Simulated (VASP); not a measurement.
Set up this calculation in VASP 6.6.1, as the native input.

```
Task                   : electric field gradients
Functional             : PBE
Potentials or basis    : VASP PAW PBE potentials, release 64 (Mo_sv, S)
Cutoff                 : 520 eV
k mesh                 : 10 × 10 × 3
Occupations            : fermi-dirac, width 0.03 eV
Spin                   : no spin polarisation
Dipole correction      : no
Further INCAR settings : ALGO = Normal; EDIFF = 1e-08; NBANDS = 35
```

The structure of MoS2 lies in POSCAR:

```
MoS2
1.0
    3.1610016016      0.0316100160      0.0316100160
   -1.5531257239      2.7217026804      0.0115700689
    0.1229500000      0.1229500000     12.2950000000
Mo S
2 4
Direct
    0.3333333333      0.6666666667      0.2500000000
    0.6666666667      0.3333333333      0.7500000000
    0.3333333333      0.6666666667      0.6275000000
    0.6666666667      0.3333333333      0.1275000000
    0.3333333333      0.6666666667      0.8725000000
    0.6666666667      0.3333333333      0.3725000000
```

This cell differs from its parent crystal: equal xy, yz and zx shear strains of +2 %.

One way to write it, as run:

INCAR

```
PREC = Accurate ; ENCUT = 520
EDIFF = 1E-8 ; ISMEAR = -1
SIGMA = 0.03 ; LREAL = F
LASPH = T ; NELM = 100
ALGO = Normal ; ISIF = 2
LWAVE = F ; LCHARG = F
GGA = PE ; LEFG = T
NBANDS = 35
```

KPOINTS

```
Automatic mesh
0
Gamma
  10 10 3
```

Potentials or basis: VASP PAW PBE potentials, release 64 (Mo_sv, S).

Command:

```bash
$ cat potpaw_PBE.64/Mo_sv/POTCAR potpaw_PBE.64/S/POTCAR > POTCAR
$ mpirun -np 1 vasp_std > vasp.out
```

Results of the run:

```yaml
Pressure: 8.9 GPa
Largest_force: 1.337 eV/Å
Band_gap_on_the_k_mesh: 0.85 eV (least direct gap 1.82 eV)
Largest_electric_field_gradient_by_atom: Mo -97.2; S -62.1, -62.5 (each value once) V/Å²
```

Caveat: the cell differs from its parent crystal (equal xy, yz and zx shear strains of +2 %); the cell stands under pressure; without QUAD_EFG the Cq values of the log hold for a quadrupole moment of 1 mb, not for the nuclei; an odd mesh through Γ misses points on the zone boundary, where band edges can lie; forces of over 1 eV/Å act on the atoms, so gaps and moduli don't describe the material at rest.

It took 9.8 min on 1 thread of Intel(R) Xeon(R) Platinum 8259CL CPU @ 2.50GHz (Skylake/Cascade Lake), with other jobs on the host, peak memory 0.53 GiB.
